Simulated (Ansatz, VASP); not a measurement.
One calculation of AlP, two programs

Contents of INCAR:

```
PREC = Accurate
ENCUT = 500
EDIFF = 1E-6
ISMEAR = 0
SIGMA = 0.02
LREAL = False
LASPH = True
NELM = 120
ALGO = Normal
ISIF = 2
LWAVE = False
LCHARG = False
GGA = PE
NBANDS = 11
GGA_COMPAT = False
```

Contents of KPOINTS:

```
regular mesh
0
Gamma
  8 8 8
```

Contents of POSCAR:

```
AlP
1.0
    0.0000000000      2.7534771646      2.7534771646
    2.7534771646      0.0000000000      2.7534771646
    2.7534771646      2.7534771646      0.0000000000
Al P
1 1
Direct
    0.0000000000      0.0000000000      0.0000000000
    0.2500000000      0.2500000000      0.2500000000
```

Input for Ansatz:

```yaml
crystal:
  lattice:
    - [0.0, 2.7534771646, 2.7534771646]
    - [2.7534771646, 0.0, 2.7534771646]
    - [2.7534771646, 2.7534771646, 0.0]
  atoms:
    - { symbol: Al, position: [0.0, 0.0, 0.0] }
    - { symbol: P, position: [0.25, 0.25, 0.25] }
basis:
  ecutwfc: 420
kpoints:
  mp_grid: { grid: [8, 8, 8] }
  band_path:
    path:
      - [[0.0, 0.0, 0.0], [-0.5, -0.5, 0.0], [-0.375, -0.375, 0.25]]
      - [[-0.375, 0.0, 0.375], [0.0, 0.0, 0.0], [0.0, 0.0, 0.5], [-0.5, -0.25, 0.25], [-0.5, -0.5, 0.0]]
    npoints: 10
hamiltonian:
  xc: pbe
  pseudopotentials: { kind: paw, azcp: { folder: soft_1 } }
scf:
  occupations: { method: gaussian, width: 0.02 }
  n_extra_bands: 7
output:
  forces: true
  stress: true
  eigenvalues: true
```

Alike in both runs: task single point; functional PBE; k mesh 8 × 8 × 8; occupations gaussian, width 0.02 eV; no spin polarisation.

|  | VASP | Ansatz |
| --- | --- | --- |
| version | VASP 6.6.1 | Ansatz 0.2.0 |
| potentials or method | VASP PAW PBE potentials, release 64 (Al, P), cutoff 500 eV | scalar-relativistic, plane waves, PAW |
| valence electrons in the cell | 8 | 8 |

VASP gave:

| Quantity | Value |
| --- | --- |
| gap on the k mesh at the Fermi level (eV) | 1.63 |
| least direct gap on the mesh (eV) | 3.09 |
| pressure (GPa) | -0.1 |

**Question.** Estimate Ansatz's values.

**Answer.** gap on the k mesh at the Fermi level (eV): 1.63; least direct gap on the mesh (eV): 3.09; pressure (GPa): 0.0.

With one functional, cell and mesh, what is left measures potentials, basis and numerics.
